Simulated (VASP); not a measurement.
# HC5 in VASP: a series of runs, part 2 of 2

VASP 6.6.1.

**4. Single point, PBEsol**

INCAR reads:

```
SYSTEM = HC5
  ALGO = Normal
  EDIFF = 1E-6
  ENCUT = 520
  GGA = PS
  ISIF = 2
  ISMEAR = -1
  LASPH = .True.
  LCHARG = .False.
  LREAL = Auto
  LWAVE = .False.
  NBANDS = 60
  NELECT = 83.0
  NELM = 80
  PREC = Accurate
  SIGMA = 0.05
```

KPOINTS reads:

```
k-points
0
Gamma
  4 3 1
  0 0 0
```

POSCAR reads:

```
HC5
1.0
    1.7769010000     -1.7769010000      0.0000000000
    0.0000000000      0.0000000000      3.5538030000
  -18.9562120000    -18.9562120000      0.0000000000
C H
20 4
Direct
    0.0119200000      0.0073760000      0.6647060000
    0.9953420000      0.0032340000      0.4776710000
    0.0059140000      0.9982490000      0.2899300000
    0.0078300000      0.2581750000      0.6172820000
    0.0114570000      0.2502640000      0.4295010000
    0.9938090000      0.0074890000      0.5708730000
    0.9933410000      0.0022150000      0.3824720000
    0.0189450000      0.2423810000      0.7110630000
    0.9974130000      0.2533970000      0.5237420000
    0.9875570000      0.2414310000      0.3352280000
    0.5013510000      0.5006760000      0.6170540000
    0.4877480000      0.4877750000      0.4282640000
    0.5056130000      0.7579910000      0.5704020000
    0.4922450000      0.7478110000      0.3846490000
    0.5004640000      0.5061220000      0.7109230000
    0.4923020000      0.4904320000      0.5229400000
    0.4985380000      0.4963410000      0.3364650000
    0.4973110000      0.7506630000      0.6638900000
    0.5014350000      0.7522260000      0.4767270000
    0.4958570000      0.7440920000      0.2896230000
    0.9911320000      0.1870540000      0.2553230000
    0.9945250000      0.0728710000      0.7466350000
    0.4974580000      0.6937450000      0.7471120000
    0.5076020000      0.5584720000      0.2552540000
```

Potentials or basis: VASP PAW PBE potentials, release 64 (C, H).

On the command line:

```
> cat potpaw_PBE.64/C/POTCAR potpaw_PBE.64/H/POTCAR > POTCAR
> mpirun -np 1 vasp_std > vasp.out
```

OUTCAR:

```text
SYSTEM = HC5
   EDIFF = 1E-6
   ENCUT = 520
   GGA = PS
   ISIF = 2
   ISMEAR = -1
   LASPH = .True.
   LREAL = Auto
   NELECT = 83.0
   NELM = 80
   PREC = Accurate

 ion  position               nearest neighbor table
   1  0.012  0.007  0.665-   8 1.50  18 1.52   4 1.55  18 1.58
   2  0.995  0.003  0.478-   9 1.52  19 1.53  19 1.55   5 1.56
   3  0.006  0.998  0.290-  21 1.15  10 1.49  20 1.53  20 1.57
   4  0.008  0.258  0.617-  11 1.51   6 1.53  11 1.54   1 1.55
   5  0.011  0.250  0.430-  12 1.46   7 1.54   2 1.56  12 1.56
   6  0.994  0.007  0.571-  13 1.51   4 1.53   9 1.54  13 1.56
[... 12 lines left out ...]
  19  0.501  0.752  0.477-   2 1.53  16 1.55   2 1.55  12 1.60
  20  0.496  0.744  0.290-  24 1.13   3 1.53  17 1.53   3 1.57
  21  0.991  0.187  0.255-   3 1.15
  22  0.995  0.073  0.747-   8 1.13
  23  0.497  0.694  0.747-  15 1.18
  24  0.508  0.558  0.255-  20 1.13

  LATTYP: Found a simple orthorhombic cell.
 ALAT       =     2.5129174932
 B/A-ratio  =     1.4142139603
 C/A-ratio  =    10.6681306387

  Lattice vectors:

 A1 = (   1.7769010000,  -1.7769010000,   0.0000000000)
 A2 = (   0.0000000000,   0.0000000000,   3.5538030000)
 A3 = ( -18.9562120000, -18.9562120000,   0.0000000000)

Analysis of symmetry for initial positions (statically):
=====================================================================
 Subroutine PRICEL returns:
 Original cell was already a primitive cell.

 Routine SETGRP: Setting up the symmetry group for a
 simple orthorhombic supercell.

 Subroutine GETGRP returns: Found  1 space group operations
 (whereof  1 operations were pure point group operations)
 out of a pool of  8 trial point group operations.

The static configuration has the point symmetry C_1 .

Analysis of symmetry for dynamics (positions and initial velocities):
=====================================================================
 Subroutine PRICEL returns:
 Original cell was already a primitive cell.

 Routine SETGRP: Setting up the symmetry group for a
 simple orthorhombic supercell.

 Subroutine GETGRP returns: Found  1 space group operations
 (whereof  1 operations were pure point group operations)
 out of a pool of  8 trial point group operations.

The dynamic configuration has the point symmetry C_1 .

 Subroutine INISYM returns: Found  1 space group operations
 (whereof  1 operations are pure point group operations),
 and found     1 'primitive' translations

----------------------------------------------------------------------------------------

                                     Primitive cell

  volume of cell :     239.4077

  direct lattice vectors                    reciprocal lattice vectors
     1.776901000 -1.776901000  0.000000000     0.281388777 -0.281388777  0.000000000
     0.000000000  0.000000000  3.553803000     0.000000000  0.000000000  0.281388698
   -18.956212000-18.956212000  0.000000000    -0.026376578 -0.026376578  0.000000000

  length of vectors
     2.512917493  3.553803000 26.808132102     0.397943825  0.281388698  0.037302114

  position of ions in fractional coordinates (direct lattice)
[... 77 lines left out ...]

 Following reciprocal coordinates:
            Coordinates               Weight
  0.000000  0.000000  0.000000      1.000000
  0.250000  0.000000  0.000000      2.000000
  0.500000  0.000000  0.000000      1.000000
  0.000000  0.333333  0.000000      2.000000
  0.250000  0.333333  0.000000      2.000000
  0.250000 -0.333333  0.000000      2.000000
  0.500000  0.333333  0.000000      2.000000
   k-points           NKPTS =      7   k-points in BZ     NKDIM =      7   number of bands    NBANDS=     60
   number of dos      NEDOS =    301   number of ions     NIONS =     24
   total plane-waves  NPLWV = 112000
   dimension x,y,z NGX =    20 NGY =   28 NGZ =  200
   dimension x,y,z NGXF=    40 NGYF=   56 NGZF=  400
   ions per type =              20   4
   NGX,Y,Z   is equivalent  to a cutoff of  13.23, 13.10, 12.40 a.u.
   NGXF,Y,Z  is equivalent  to a cutoff of  26.46, 26.20, 24.81 a.u.
 SYSTEM =  HC5
   PREC   = accura    normal or accurate (medium, high low for compatibility)
   ISTART =      0    job   : 0-new  1-cont  2-samecut
   ICHARG =      2    charge: 1-file 2-atom 10-const
   ISPIN  =      1    spin polarized calculation?
   LNONCOLLINEAR =      F non collinear calculations
   LSORBIT =      F    spin-orbit coupling
   LASPH  =      T    aspherical Exc in radial PAW
   ENCUT  =  520.0 eV  38.22 Ry    6.18 a.u.   4.67  6.61 49.85*2*pi/ulx,y,z
   NELM   =     80;   NELMIN=  2; NELMDL= -5     # of ELM steps
   EDIFF  = 0.1E-05   stopping-criterion for ELM
   LREAL  =      T    real-space projection
   EDIFFG = 0.1E-04   stopping-criterion for IOM
   NSW    =      0    number of steps for IOM
   IBRION =     -1    ionic relax: 0-MD 1-quasi-New 2-CG
   NFREE  =      0    steps in history (QN), initial steepest desc. (CG)
   ISIF   =      2    stress and relaxation
   ISYM   =      2    0-nonsym 1-usesym 2-fastsym
   POTIM  = 0.5000    time-step for ionic-motion
   TEBEG  =    0.0;   TEEND  =   0.0 temperature during run
   PSTRESS=    0.0 pullay stress
   NELECT =      83.0000    total number of electrons
   NUPDOWN=      -1.0000    fix difference up-down
   EMIN   =  10.00;   EMAX   =-10.00  energy-range for DOS
   EFERMI =   0.00;   METHOD = LEGACY
   ISMEAR =    -1;   SIGMA  =   0.05  broadening in eV -4-tet -1-fermi 0-gaus
   EFERMI_NEDOS =   21; number of points for ismear=-14 and -15
   IALGO  =     38    algorithm
   IMIX   =      4    mixing-type and parameters
     AMIX     =   0.40;   BMIX     =  1.00
     AMIX_MAG =   1.60;   BMIX_MAG =  1.00
  volume/ion in A,a.u.               =       9.98        67.32
  Fermi-wavevector in a.u.,A,eV,Ry     =   1.150063  2.173303 17.995664  1.322644
  Thomas-Fermi vector in A             =   2.286729
   LORBIT       =      0    0 simple, 1 ext, 2 COOP (PROOUT), +10 PAW based schemes
   GGA     = PS    functional components
   LHFCALC =     F    Hartree Fock is set to
   AEXX    =    0.0000 exact exchange contribution
   IVDW    =     0    specifies the selected vdW correction
   LEPSILON=     F    determine dielectric tensor
   LRPA    =     F    only Hartree local field effects (RPA)
 non-spin polarized calculation
  energy-cutoff  :      520.00
  volume of cell :      239.41
 maximum number of plane-waves:      6506
 NGX is ok and might be reduce to    20
   NGX =  9   NGY = 13   NGZ = 99

 number of electron      82.9999999 magnetization

 Free energy of the ion-electron system (eV)
  ---------------------------------------------------
  ext. energy  EPLUGINS =         0.00000000
  ---------------------------------------------------
  free energy    TOTEN  =      -205.13079843 eV

  energy without entropy =     -205.11173406  energy(sigma->0) =     -205.12126624

 E-fermi :  -3.6797     XC(G=0):  -7.2379

 val. band max:       -3.7470159437   @ k =   0.0000   0.0000   0.0000
 cond. band min:      -3.6107396385   @ k =   0.2500   0.0000   0.0000
 fundamental gap:      0.1362763053
 Fermi energy:        -3.6796745169

 k-point     1 :       0.0000    0.0000    0.0000
  band No.  band energies     occupation
      1     -24.4865      2.00000
      2     -23.7655      2.00000
      3     -22.8181      2.00000
      4     -21.6613      2.00000
      5     -20.4100      2.00000
      6     -18.7541      2.00000
[... 381 lines left out ...]
     52       5.3385      0.00000
     53       5.6590      0.00000
 [bands above 53 left out]

------------------------ aborting loop because EDIFF is reached ----------------------------------------

  FORCE on cell =-STRESS in cart. coord.  units (eV):
  Direction    XX          YY          ZZ          XY          YZ          ZX
  --------------------------------------------------------------------------------------
  -------------------------------------------------------------------------------------
  Total       -8.8816049     -9.3987432     -2.1493754     -5.1734214     -0.1584748      1.1740446
  in kB      -59.4379605    -62.8987817    -14.3841670    -34.6218526     -1.0605534      7.8570051
  external PRESSURE =     -45.5736364 kB  Pullay stress =       0.0000000 kB

 VOLUME and BASIS-vectors are now :
 -----------------------------------------------------------------------------
  energy-cutoff  :      520.00
  volume of cell :      239.41
      direct lattice vectors                 reciprocal lattice vectors
     1.776901000 -1.776901000  0.000000000     0.281388777 -0.281388777  0.000000000
     0.000000000  0.000000000  3.553803000     0.000000000  0.000000000  0.281388698
   -18.956212000-18.956212000  0.000000000    -0.026376578 -0.026376578  0.000000000

 POSITION                                       TOTAL-FORCE (eV/Angst)
 -----------------------------------------------------------------------------------
    -12.57913    -12.62149      0.02621        -0.274730      0.884646     -0.664178
     -7.28621    -10.82346      0.01149         1.139010      0.673512     -1.074899
     -5.48547     -5.50648      3.54758         0.444753      1.636047     -0.892141
    -11.68742    -11.71524      0.91750        -0.547553      0.236833     -0.488403
     -8.12135     -8.16207      0.88939        -1.489743      1.386457     -0.625419
     -9.05569    -12.58749      0.02661         0.790991     -0.373357     -0.907869
[... 16 lines left out ...]
    -13.27848    -15.04635      2.46543         0.974853      0.872533     -1.320404
     -3.93669     -5.74061      1.98470        -0.366620     -0.158310      0.782635
 -----------------------------------------------------------------------------------
    total drift:                               -0.005668     -0.015749     -0.013908

  FREE ENERGIE OF THE ION-ELECTRON SYSTEM (eV)
  ---------------------------------------------------
  free  energy   TOTEN  =      -205.1307984254 eV

  energy  without entropy=     -205.1117340613  energy(sigma->0) =     -205.12126624
```

Wall time 2.6 min (1 thread of AMD EPYC 9R14 (Zen 4), shared host); peak memory 0.32 GiB.

What came out:

| Item | Value |
| --- | --- |
| Free energy | -205.1308 eV |
| Largest force | 3.250 eV/Å |

Forces on the atoms (eV/Å):
```
C   -0.275  0.885 -0.664
C    1.139  0.674 -1.075
C    0.445  1.636 -0.892
C   -0.548  0.237 -0.488
C   -1.490  1.386 -0.625
C    0.791 -0.373 -0.908
C   -0.597 -0.665 -1.287
C   -1.343  0.326  1.940
C   -0.114  0.109 -0.273
C   -0.187 -1.363  0.723
C    0.090 -0.435  0.854
C   -0.211 -2.663  1.852
C   -0.503  0.668 -0.527
C    1.866  1.533  0.192
C   -0.379 -1.370 -0.531
C   -0.082 -0.796  2.032
C    0.055  0.790  0.358
C    0.293 -1.068  0.083
C   -0.284  0.312 -0.468
C    0.496 -0.219  0.716
H   -0.264 -0.494 -0.992
H    0.492  0.175  0.517
H    0.975  0.873 -1.320
H   -0.367 -0.158  0.783
```

Levels at points of the mesh, in eV from the Fermi level:
| k point | band 38 | band 39 | band 40 | band 41 | band 42 | band 43 | band 44 | band 45 | band 46 | band 47 |
| --- | --- | --- | --- | --- | --- | --- | --- | --- | --- | --- |
| (0.00, 0.00, 0.00) | -0.07 | 0.51 | 0.80 | 1.00 | 1.11 | 5.31 | 5.72 | 5.92 | 6.44 | 6.65 |
| (0.50, 0.00, 0.00) | -3.64 | -2.89 | -2.64 | -2.39 | -2.05 | 5.22 | 5.64 | 5.67 | 5.89 | 6.49 |

Caveat: the k points lie up to 0.63 Å⁻¹ apart, too coarse for converged energies and pressures of a metal; the cell carries a net charge on a neutralising background, which shifts energy and pressure; the cell is charged against a uniform background, so pressure and absolute levels hang on convention; the PAW data sets were made with another functional, which shifts forces and pressure a little.
